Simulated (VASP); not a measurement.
The system is In2GeS2.

```
In Ge S
1.0
     4.11426    0.00000    0.00000
    -2.05713    3.56305    0.00000
     0.00000    0.00000    8.32594
In Ge S
2 1 2
Direct
  0.33333 0.66667 0.20546
  0.33333 0.66667 0.79454
  0.00000 0.00000 0.50000
  0.66667 0.33333 0.00000
  0.00000 0.00000 0.00000
```

```yaml
Program: VASP 6.6.1
Task: relaxation of cell and atoms
Functional: PBE
Potentials_or_basis: VASP PAW PBE potentials, release 64 (In_d, Ge_d, S)
Cutoff: 600 eV
k_mesh: 6 × 6 × 2
Occupations: gaussian, width 0.1 eV
Spin: no spin polarisation
```

At the start: pressure 4.5 GPa; volume 24.41 Å³/atom.

Question: How do energy, volume and symmetry change on relaxing?

Answer: Over 19 steps the energy falls by 283.4 meV/atom and the volume is 22.66 Å³/atom (-7.2 %); space group P-6m2 (No. 187, to 0.05 Å).

The path:
```
step  energy change (eV)  largest force (eV/Å)  pressure (GPa)  volume (Å³)
   1              0.0000                1.5681            4.49       122.05
   2             -0.3890                0.7093           -1.05       134.46
   3             -0.3993                0.5751           -1.92       137.19
   4             -0.5444                0.6094           -1.71       133.31
   5             -1.0658                0.7576           -0.97       121.54
   6             -0.5243                1.7552           11.42        97.40
   7             -1.1645                1.0273            0.20       116.45
   8             -1.2680                0.6934            3.54       106.99
   9             -1.2924                0.8166            2.57       109.10
  10             -1.3541                0.2291            1.60       109.90
  11             -1.3545                0.1592            1.53       109.98
  12             -1.3883                0.1553            0.49       112.33
  13             -1.4029                0.1819           -0.76       115.45
  14             -1.4032                0.1749           -0.53       114.98
  15             -1.4123                0.1467           -0.33       114.37
  16             -1.4153                0.1216           -0.11       113.84
  17             -1.4153                0.1181           -0.08       113.76
  18             -1.4168                0.0648            0.01       113.54
  19             -1.4172                0.0105            0.11       113.31
```

Final structure:
```xyz
5
Lattice="4.4140 0.0000 0.0000 -2.2070 3.8226 0.0000 0.0000 0.0000 6.7155" Properties=species:S:1:pos:R:3 pbc="T T T"
In    0.0000    2.5484    1.7843
In    0.0000    2.5484    4.9312
Ge    0.0000    0.0000    3.3578
S     2.2070    1.2742    0.0000
S     0.0000    0.0000    6.7155
```

Caveat: the k points lie up to 0.47 Å⁻¹ apart in the final cell.
